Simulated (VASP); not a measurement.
Wanted: the native input for a VASP 6.6.1 run.

* Task: single point
* Functional: HSE06
* Potentials or basis: VASP PAW PBE potentials, release 64 (Zn, Ga_d, O, Al)
* Cutoff: 520 eV
* k mesh: 1 × 1 × 1
* Occupations: fermi-dirac, width 0.05 eV
* Spin: no spin polarisation
* Dipole correction: no
* Grid for exact exchange (PRECFOCK): Fast
* Further INCAR settings: LREAL = Auto; ALGO = Normal; EDIFF = 1e-07; NBANDS = 267
* Share of exact exchange: 0.25
* Screening parameter: 0.2079 1/Å

Al3Zn8Ga13O32:

```
Zn Ga O Al
1.0
     8.29417    0.00000    0.00000
     0.00000    8.29417    0.00000
     0.00000    0.00000    8.29417
Zn Ga O Al
8 13 32 3
Cartesian
  7.2634 3.1147 3.1188
  3.1006 7.2458 3.1208
  3.1006 3.1167 7.2500
  1.0269 1.0430 1.0471
  7.2655 7.2460 7.2501
  5.1918 5.1722 1.0471
  5.1919 1.0431 5.1763
  1.0289 5.1743 5.1783
  4.1461 8.2917 0.0014
  6.2325 2.0836 0.0107
  6.2322 0.0066 2.0876
  2.0601 6.2053 8.2865
  2.0727 2.0709 4.1486
  2.0726 4.1444 2.0751
  4.1553 2.0836 2.0877
  6.2198 6.2181 4.1486
  2.0600 8.2824 6.2094
  6.2197 4.1445 6.2221
  8.2932 6.2181 2.0749
  8.2933 2.0709 6.2221
  4.1370 6.2054 6.2095
  4.2423 0.0936 1.9953
  6.1310 1.9823 1.9863
  4.2423 1.9913 0.0976
  6.1401 0.0936 0.0976
  0.0804 4.2257 1.9363
  1.9743 6.1196 1.9732
  0.0732 6.0702 0.0811
  1.9248 4.2185 0.0811
  0.0731 0.0770 6.0743
  1.9743 1.9691 6.1238
  0.0803 1.9322 4.2298
  1.9248 0.0770 4.2226
  2.1745 2.1693 2.1734
  4.0665 4.0705 2.2229
  4.0665 2.2188 4.0745
  2.2114 4.0632 4.0674
  4.2258 4.2185 6.0743
  6.1179 6.1196 6.1238
  4.2259 6.0702 4.2226
  6.0811 4.2257 4.2299
  6.3181 6.3199 2.1734
  8.2192 8.2119 2.2228
  8.2121 6.3567 4.0673
  6.3675 8.2119 4.0745
  6.3181 2.1692 6.3240
  8.2121 4.0632 6.3608
  8.2193 2.2188 8.2160
  6.3676 4.0704 8.2160
  2.1613 6.3067 6.3108
  4.0501 8.1954 6.3017
  4.0501 6.2977 8.1995
  2.1523 8.1954 8.1995
  8.2933 4.1445 0.0015
  8.2933 8.2916 4.1485
  4.1462 4.1445 4.1486
```

One way to write it, as run:

POSCAR

```
Al3Zn8Ga13O32
1.0
    8.2941720000      0.0000000000      0.0000000000
    0.0000000000      8.2941720000      0.0000000000
    0.0000000000      0.0000000000      8.2941720000
Zn Ga O Al
8 13 32 3
Direct
    0.8757290000      0.3755240000      0.3760260000
    0.3738340000      0.8736070000      0.3762680000
    0.3738240000      0.3757750000      0.8741060000
    0.1238070000      0.1257500000      0.1262510000
    0.8759770000      0.8736260000      0.8741150000
    0.6259570000      0.6235910000      0.1262440000
    0.6259650000      0.1257590000      0.6240880000
    0.1240480000      0.6238510000      0.6243300000
    0.4998830000      0.9997000000      0.0001680000
    0.7514260000      0.2512090000      0.0012920000
    0.7514010000      0.0007900000      0.2516940000
    0.2483810000      0.7481550000      0.9990760000
    0.2498990000      0.2496770000      0.5001840000
    0.2498840000      0.4996820000      0.2501860000
    0.5009940000      0.2512100000      0.2517020000
    0.7498970000      0.7496900000      0.5001810000
    0.2483700000      0.9985760000      0.7486520000
    0.7498940000      0.4996850000      0.7501820000
    0.9998870000      0.7496940000      0.2501650000
    0.9998960000      0.2496820000      0.7501830000
    0.4987870000      0.7481630000      0.7486570000
    0.5114790000      0.0112800000      0.2405710000
    0.7391930000      0.2389950000      0.2394870000
    0.5114850000      0.2400870000      0.0117720000
    0.7402900000      0.0112820000      0.0117720000
    0.0096890000      0.5094820000      0.2334560000
    0.2380360000      0.7378240000      0.2378960000
    0.0088260000      0.7318650000      0.0097770000
    0.2320710000      0.5086100000      0.0097830000
    0.0088190000      0.0092880000      0.7323520000
    0.2380390000      0.2374020000      0.7383220000
    0.0096870000      0.2329620000      0.5099750000
    0.2320700000      0.0092880000      0.5091040000
    0.2621700000      0.2615410000      0.2620410000
    0.4902820000      0.4907630000      0.2680050000
    0.4902900000      0.2675090000      0.4912530000
    0.2666180000      0.4898900000      0.4903900000
    0.5094950000      0.5086090000      0.7323560000
    0.7376130000      0.7378250000      0.7383240000
    0.5095020000      0.7318690000      0.5091090000
    0.7331720000      0.5094800000      0.5099790000
    0.7617510000      0.7619660000      0.2620340000
    0.9909610000      0.9900840000      0.2680000000
    0.9901000000      0.7664100000      0.4903770000
    0.7677100000      0.9900820000      0.4912510000
    0.7617520000      0.2615380000      0.7624680000
    0.9901020000      0.4898860000      0.7668960000
    0.9909730000      0.2675120000      0.9905770000
    0.7677200000      0.4907580000      0.9905760000
    0.2605840000      0.7603820000      0.7608690000
    0.4883010000      0.9880930000      0.7597790000
    0.4883020000      0.7592930000      0.9885810000
    0.2594960000      0.9880910000      0.9885840000
    0.9998980000      0.4996860000      0.0001750000
    0.9998900000      0.9996890000      0.5001710000
    0.4998940000      0.4996900000      0.5001820000
```

INCAR.step1

```
PREC = Accurate ; ENCUT = 520
EDIFF = 1E-5 ; ISMEAR = -1
SIGMA = 0.05 ; LREAL = Auto
LASPH = True ; NELM = 100
ALGO = Normal ; ISIF = 2
LWAVE = True ; LCHARG = False
GGA = PE ; NBANDS = 267
LUSENCCL = False
```

INCAR.step2

```
PREC = Accurate ; ENCUT = 520
EDIFF = 1E-7 ; ISMEAR = -1
SIGMA = 0.05 ; LREAL = Auto
LASPH = True ; NELM = 100
ALGO = Normal ; ISIF = 2
LWAVE = False ; LCHARG = False
GGA = PE ; LHFCALC = True
HFSCREEN = 0.2079 ; PRECFOCK = Fast
ISTART = 1 ; NBANDS = 267
LUSENCCL = False
```

KPOINTS

```
regular mesh
0
Gamma
  1 1 1
```

Potentials or basis: VASP PAW PBE potentials, release 64 (Zn, Ga_d, O, Al).

The run is started by

```bash
$ cat potpaw_PBE.64/Zn/POTCAR potpaw_PBE.64/Ga_d/POTCAR potpaw_PBE.64/O/POTCAR potpaw_PBE.64/Al/POTCAR > POTCAR
$ cp INCAR.step1 INCAR
$ mpirun -np 1 vasp_gam > vasp.out
$ cp INCAR.step2 INCAR
$ mpirun -np 1 vasp_gam > vasp.out
```

It gave:

```json
{
  "Pressure": "-0.1 GPa",
  "Largest force": "0.316 eV/Å",
  "Band gap on the k mesh": "4.80 eV"
}
```

Caveat: the k points lie up to 0.76 Å⁻¹ apart; the PAW data sets were made with another functional, which shifts forces and pressure a little; an odd mesh through Γ misses points on the zone boundary, where band edges can lie.

It took 13 min on 1 × NVIDIA H100 80GB with 1 thread of AMD EPYC 7R13 Processor (Zen 3), with other jobs on the host, peak memory 1.6 GiB.
